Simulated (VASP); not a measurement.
# ZnSe (P4/nmm) in VASP: a series of runs

Runs on ZnSe. Level: LDA. Tasks: single point.

Program: VASP 6.6.1. These are calculated values, not measurements. Logs are shortened: lines on timing, memory, paths and dates and some standing lists are left out, and cuts for length are marked.

## (1) The cell of the first run

It takes space group P4/nmm (No. 129, tetragonal). Conventional cell: a = 4.044 Å, b = 4.044 Å, c = 5.337 Å, α = 90.00°, β = 90.00°, γ = 90.00°. Zn (site symmetry -4m2) has 4 Se at 2.70 Å and 4 Zn at 2.86 Å within 3.6 Å. Se (site symmetry 4mm) has 4 Zn at 2.70 Å and 4 Se at 3.35 Å within 3.6 Å.

## (2) Single point, LDA

The input, INCAR:

```
SYSTEM = ZnSe
ALGO = Normal
EDIFF = 1E-6
ENCUT = 520
GGA = CA
ISIF = 2
ISMEAR = 0
LASPH = .True.
LCHARG = .True.
LELF = .True.
LREAL = .False.
LVHAR = .True.
LWAVE = .False.
NBANDS = 26
NELM = 60
PREC = Accurate
SIGMA = 0.05
```

The input, KPOINTS:

```
k-points
0
Gamma
  8 8 6
  0 0 0
```

The input, POSCAR:

```
ZnSe
1.0
    4.0437991417      0.0000000000      0.0000000000
    0.0000000000      4.0437991417      0.0000000000
    0.0000000000      0.0000000000      5.3369824815
Zn Se
2 2
Direct
    0.0000000000      0.0000000000      0.0000000000
    0.5000000000      0.5000000000      0.0000000000
    0.0000000000      0.5000000000      0.3361676647
    0.5000000000      0.0000000000      0.6638323353
```

Potentials or basis: VASP PAW LDA potentials, release 64 (Zn, Se).

Launch:

```
$ cat potpaw_LDA.64/Zn/POTCAR potpaw_LDA.64/Se/POTCAR > POTCAR
$ mpirun -np 1 vasp_std > vasp.out
```

OUTCAR:

```text
SYSTEM = ZnSe
   EDIFF = 1E-6
   ENCUT = 520
   GGA = CA
   ISIF = 2
   ISMEAR = 0
   LASPH = .True.
   LREAL = .False.
   NELM = 60
   PREC = Accurate

 ion  position               nearest neighbor table
   1  0.000  0.000  0.000-   3 2.70   4 2.70   3 2.70   4 2.70   2 2.86   2 2.86   2 2.86   2 2.86

   2  0.500  0.500  0.000-   3 2.70   4 2.70   4 2.70   3 2.70   1 2.86   1 2.86   1 2.86   1 2.86

   3  0.000  0.500  0.336-   1 2.70   2 2.70   1 2.70   2 2.70
   4  0.500  0.000  0.664-   1 2.70   2 2.70   2 2.70   1 2.70

  LATTYP: Found a simple tetragonal cell.
 ALAT       =     4.0437991417
 C/A-ratio  =     1.3197941575

  Lattice vectors:

 A1 = (   4.0437991417,   0.0000000000,   0.0000000000)
 A2 = (   0.0000000000,   4.0437991417,   0.0000000000)
 A3 = (   0.0000000000,   0.0000000000,   5.3369824815)

Analysis of symmetry for initial positions (statically):
=====================================================================
 Subroutine PRICEL returns:
 Original cell was already a primitive cell.

 Routine SETGRP: Setting up the symmetry group for a
 simple tetragonal supercell.

 Subroutine GETGRP returns: Found 16 space group operations
 (whereof  8 operations were pure point group operations)
 out of a pool of 16 trial point group operations.

The static configuration has the point symmetry D_2d.
 The point group associated with its full space group is D_4h.

Analysis of symmetry for dynamics (positions and initial velocities):
=====================================================================
 Subroutine PRICEL returns:
 Original cell was already a primitive cell.

 Routine SETGRP: Setting up the symmetry group for a
 simple tetragonal supercell.

 Subroutine GETGRP returns: Found 16 space group operations
 (whereof  8 operations were pure point group operations)
 out of a pool of 16 trial point group operations.

The dynamic configuration has the point symmetry D_2d.
 The point group associated with its full space group is D_4h.

 Subroutine INISYM returns: Found 16 space group operations
 (whereof  8 operations are pure point group operations),
 and found     1 'primitive' translations

----------------------------------------------------------------------------------------

                                     Primitive cell

  volume of cell :      87.2720

  direct lattice vectors                    reciprocal lattice vectors
     4.043799142  0.000000000  0.000000000     0.247292203  0.000000000  0.000000000
     0.000000000  4.043799142  0.000000000     0.000000000  0.247292203  0.000000000
     0.000000000  0.000000000  5.336982481     0.000000000  0.000000000  0.187371797

  length of vectors
     4.043799142  4.043799142  5.336982481     0.247292203  0.247292203  0.187371797

  position of ions in fractional coordinates (direct lattice)
     0.000000000  0.000000000  0.000000000
     0.500000000  0.500000000  0.000000000
     0.000000000  0.500000000  0.336167665
     0.500000000  0.000000000  0.663832335

  ion indices of the primitive-cell ions
   primitive index   ion index
                 1           1
                 2           2
                 3           3
                 4           4

----------------------------------------------------------------------------------------

 KPOINTS: k-points

Automatic generation of k-mesh.
 Grid dimensions read from file:
 generate k-points for:    8    8    6

 Generating k-lattice:

  Cartesian coordinates                     Fractional coordinates (reciprocal lattice)
     0.030911525  0.000000000  0.000000000     0.125000000  0.000000000  0.000000000
     0.000000000  0.030911525  0.000000000     0.000000000  0.125000000  0.000000000
     0.000000000  0.000000000  0.031228633     0.000000000  0.000000000  0.166666667

  Length of vectors
     0.030911525  0.030911525  0.031228633

  Shift w.r.t. Gamma in fractional coordinates (k-lattice)
     0.000000000  0.000000000  0.000000000

 Subroutine IBZKPT returns following result:
 ===========================================

 Found     60 irreducible k-points:

 Following reciprocal coordinates:
            Coordinates               Weight
  0.000000  0.000000  0.000000      1.000000
  0.125000  0.000000  0.000000      4.000000
  0.250000  0.000000  0.000000      4.000000
  0.375000  0.000000  0.000000      4.000000
  0.500000  0.000000  0.000000      2.000000
  0.125000  0.125000  0.000000      4.000000
[... 16 lines left out ...]
  0.375000  0.125000  0.166667     16.000000
  0.500000  0.125000  0.166667      8.000000
 [... further k-points ...]
   k-points           NKPTS =     60   k-points in BZ     NKDIM =     60   number of bands    NBANDS=     26
   number of dos      NEDOS =    301   number of ions     NIONS =      4
   total plane-waves  NPLWV =  36000
   dimension x,y,z NGX =    30 NGY =   30 NGZ =   40
   dimension x,y,z NGXF=    60 NGYF=   60 NGZF=   80
   ions per type =               2   2
   NGX,Y,Z   is equivalent  to a cutoff of  12.33, 12.33, 12.46 a.u.
   NGXF,Y,Z  is equivalent  to a cutoff of  24.67, 24.67, 24.92 a.u.
 SYSTEM =  ZnSe
   PREC   = accura    normal or accurate (medium, high low for compatibility)
   ISTART =      0    job   : 0-new  1-cont  2-samecut
   ICHARG =      2    charge: 1-file 2-atom 10-const
   ISPIN  =      1    spin polarized calculation?
   LNONCOLLINEAR =      F non collinear calculations
   LSORBIT =      F    spin-orbit coupling
   LASPH  =      T    aspherical Exc in radial PAW
   ENCUT  =  520.0 eV  38.22 Ry    6.18 a.u.   7.52  7.52  9.92*2*pi/ulx,y,z
   NELM   =     60;   NELMIN=  2; NELMDL= -5     # of ELM steps
   EDIFF  = 0.1E-05   stopping-criterion for ELM
   LREAL  =      F    real-space projection
   EDIFFG = 0.1E-04   stopping-criterion for IOM
   NSW    =      0    number of steps for IOM
   IBRION =     -1    ionic relax: 0-MD 1-quasi-New 2-CG
   NFREE  =      0    steps in history (QN), initial steepest desc. (CG)
   ISIF   =      2    stress and relaxation
   ISYM   =      2    0-nonsym 1-usesym 2-fastsym
   POTIM  = 0.5000    time-step for ionic-motion
   TEBEG  =    0.0;   TEEND  =   0.0 temperature during run
   PSTRESS=    0.0 pullay stress
   NELECT =      36.0000    total number of electrons
   NUPDOWN=      -1.0000    fix difference up-down
   EMIN   =  10.00;   EMAX   =-10.00  energy-range for DOS
   EFERMI =   0.00;   METHOD = LEGACY
   ISMEAR =     0;   SIGMA  =   0.05  broadening in eV -4-tet -1-fermi 0-gaus
   EFERMI_NEDOS =   21; number of points for ismear=-14 and -15
   IALGO  =     38    algorithm
   IMIX   =      4    mixing-type and parameters
     AMIX     =   0.40;   BMIX     =  1.00
     AMIX_MAG =   1.60;   BMIX_MAG =  1.00
  volume/ion in A,a.u.               =      21.82       147.24
  Fermi-wavevector in a.u.,A,eV,Ry     =   1.218664  2.302941 20.206587  1.485142
  Thomas-Fermi vector in A             =   2.353943
   LORBIT       =      0    0 simple, 1 ext, 2 COOP (PROOUT), +10 PAW based schemes
   GGA     = CA    functional components
   LHFCALC =     F    Hartree Fock is set to
   AEXX    =    0.0000 exact exchange contribution
   IVDW    =     0    specifies the selected vdW correction
   LEPSILON=     F    determine dielectric tensor
   LRPA    =     F    only Hartree local field effects (RPA)
 non-spin polarized calculation
 Gauss-broadening in eV      SIGMA  =   0.05
  energy-cutoff  :      520.00
  volume of cell :       87.27
 maximum number of plane-waves:      2377
   NGX = 15   NGY = 15   NGZ = 19

 number of electron      36.0000050 magnetization

 Free energy of the ion-electron system (eV)
  ---------------------------------------------------
  ext. energy  EPLUGINS =         0.00000000
  ---------------------------------------------------
  free energy    TOTEN  =       -13.02103017 eV

  energy without entropy =      -13.02103011  energy(sigma->0) =      -13.02103014

 E-fermi :   2.6480     XC(G=0): -10.1033

 val. band max:        2.5024111347   @ k =   0.0000   0.0000   0.0000
 cond. band min:       2.7878497246   @ k =   0.0000   0.0000   0.0000
 fundamental gap:      0.2854385900
 Fermi energy:         2.6480052109

 k-point     1 :       0.0000    0.0000    0.0000
  band No.  band energies     occupation
      1     -11.2648      2.00000
      2      -9.6344      2.00000
      3      -5.1111      2.00000
      4      -5.0955      2.00000
      5      -4.9376      2.00000
      6      -4.8444      2.00000
[... 18 lines left out ...]
     25      11.0619      0.00000
     26      11.9892      0.00000

 k-point     2 :       0.1250    0.0000    0.0000
  band No.  band energies     occupation
      1     -11.1868      2.00000
      2      -9.6630      2.00000
      3      -5.0723      2.00000
      4      -5.0609      2.00000
      5      -4.9218      2.00000
      6      -4.8399      2.00000
[... 18 lines left out ...]
     25      11.4053      0.00000
     26      11.5313      0.00000

 k-point     3 :       0.2500    0.0000    0.0000
  band No.  band energies     occupation
      1     -10.9657      2.00000
      2      -9.7658      2.00000
      3      -5.0034      2.00000
      4      -4.9431      2.00000
      5      -4.8759      2.00000
      6      -4.8115      2.00000
[... 18 lines left out ...]
     25      10.2660      0.00000
     26      11.3731      0.00000

 k-point     4 :       0.3750    0.0000    0.0000
  band No.  band energies     occupation
      1     -10.6420      2.00000
      2      -9.9732      2.00000
      3      -4.8924      2.00000
      4      -4.8457      2.00000
      5      -4.8086      2.00000
      6      -4.7247      2.00000
[... 18 lines left out ...]
     25      10.3067      0.00000
     26      10.5165      0.00000

 k-point     5 :       0.5000    0.0000    0.0000
  band No.  band energies     occupation
      1     -10.2840      2.00000
      2     -10.2840      2.00000
      3      -4.7806      2.00000
      4      -4.7806      2.00000
      5      -4.7512      2.00000
      6      -4.7512      2.00000
[... 18 lines left out ...]
     25      10.0990      0.00000
     26      10.0990      0.00000

 k-point     6 :       0.1250    0.1250    0.0000
  band No.  band energies     occupation
      1     -11.1108      2.00000
      2      -9.6861      2.00000
      3      -5.0809      2.00000
      4      -4.9918      2.00000
      5      -4.9055      2.00000
      6      -4.8511      2.00000
[... 427 lines left out ...]
 k-point    21 :       0.1250    0.1250    0.1667
  band No.  band energies     occupation
      1     -11.0472      2.00000
      2      -9.7714      2.00000
      3      -5.0810      2.00000
      4      -5.0073      2.00000
      5      -4.9116      2.00000
      6      -4.8458      2.00000
[... 18 lines left out ...]
     25      10.0301      0.00000
     26      10.9448      0.00000

 k-point    22 :       0.2500    0.1250    0.1667
  band No.  band energies     occupation
      1     -10.8419      2.00000
      2      -9.8318      2.00000
      3      -5.0385      2.00000
      4      -4.9321      2.00000
      5      -4.8361      2.00000
      6      -4.8007      2.00000
[... 18 lines left out ...]
     25       9.3129      0.00000
     26      11.3968      0.00000

 k-point    23 :       0.3750    0.1250    0.1667
  band No.  band energies     occupation
      1     -10.5473      2.00000
      2      -9.9808      2.00000
      3      -4.9491      2.00000
      4      -4.8555      2.00000
      5      -4.7769      2.00000
      6      -4.6936      2.00000
[... 18 lines left out ...]
     25      10.5822      0.00000
     26      11.2968      0.00000

 k-point    24 :       0.5000    0.1250    0.1667
  band No.  band energies     occupation
      1     -10.2340      2.00000
      2     -10.2340      2.00000
      3      -4.8203      2.00000
      4      -4.8203      2.00000
      5      -4.7600      2.00000
      6      -4.7600      2.00000
[... 18 lines left out ...]
     25      10.8033      0.00000
     26      10.8033      0.00000

 [... further k-points ...]

------------------------ aborting loop because EDIFF is reached ----------------------------------------

  FORCE on cell =-STRESS in cart. coord.  units (eV):
  Direction    XX          YY          ZZ          XY          YZ          ZX
  --------------------------------------------------------------------------------------
  -------------------------------------------------------------------------------------
  Total       -3.7054532     -3.7054532     -8.2467916      0.0000000     -0.0000000      0.0000000
  in kB      -68.0263215    -68.0263215   -151.3981872      0.0000000     -0.0000000      0.0000000
  external PRESSURE =     -95.8169434 kB  Pullay stress =       0.0000000 kB

 VOLUME and BASIS-vectors are now :
 -----------------------------------------------------------------------------
  energy-cutoff  :      520.00
  volume of cell :       87.27
      direct lattice vectors                 reciprocal lattice vectors
     4.043799142  0.000000000  0.000000000     0.247292203  0.000000000  0.000000000
     0.000000000  4.043799142  0.000000000     0.000000000  0.247292203  0.000000000
     0.000000000  0.000000000  5.336982481     0.000000000  0.000000000  0.187371797

 POSITION                                       TOTAL-FORCE (eV/Angst)
 -----------------------------------------------------------------------------------
      0.00000      0.00000      0.00000         0.000000     -0.000000     -0.000000
      2.02190      2.02190      0.00000        -0.000000      0.000000     -0.000000
      0.00000      2.02190      1.79412         0.000000     -0.000000     -2.640373
      2.02190      0.00000      3.54286         0.000000     -0.000000      2.640373
 -----------------------------------------------------------------------------------
    total drift:                                0.000000      0.000000      0.000000

  FREE ENERGIE OF THE ION-ELECTRON SYSTEM (eV)
  ---------------------------------------------------
  free  energy   TOTEN  =       -13.0210301653 eV

  energy  without entropy=      -13.0210301053  energy(sigma->0) =      -13.02103014
```

Wall time 2.8 min (1 thread of AMD EPYC 7R13, shared host); peak memory 0.21 GiB.

Results:

| Quantity | Value |
| --- | --- |
| Free energy | -13.0210 eV |
| Pressure | -9.6 GPa |
| Largest force | 2.640 eV/Å |
| Band gap on the k mesh | 0.29 eV, direct |

Forces on the atoms (eV/Å):
```
Zn   0.000  0.000  0.000
Zn   0.000  0.000  0.000
Se   0.000  0.000 -2.640
Se   0.000  0.000  2.640
```

Levels at points of the mesh, in eV from the valence-band top:
| k point | band 15 | band 16 | band 17 | band 18 | band 19 | band 20 | band 21 | band 22 |
| --- | --- | --- | --- | --- | --- | --- | --- | --- |
| (0.00, 0.00, 0.00) | -2.82 | -1.85 | 0.00 | 0.00 | 0.29 | 1.43 | 3.31 | 3.80 |
| (0.50, 0.00, 0.00) | -3.35 | -3.35 | -1.31 | -1.31 | 2.83 | 2.83 | 3.71 | 3.71 |
| (0.50, 0.50, 0.00) | -2.73 | -2.73 | -1.81 | -1.81 | 0.92 | 0.92 | 1.22 | 1.22 |
| (0.00, 0.00, 0.50) | -1.85 | -1.85 | -1.51 | -1.51 | 1.92 | 2.82 | 2.95 | 3.83 |
| (0.50, 0.00, 0.50) | -1.18 | -1.18 | -1.10 | -1.10 | 0.91 | 0.91 | 4.74 | 4.74 |
| (0.50, 0.50, 0.50) | -3.93 | -3.93 | -3.58 | -3.58 | 3.55 | 3.55 | 3.75 | 3.75 |

Caveat: forces of over 1 eV/Å act on the atoms, so gaps and moduli don't describe the material at rest. A k mesh can miss the band edges.

(Continued in part 2 of 2.)
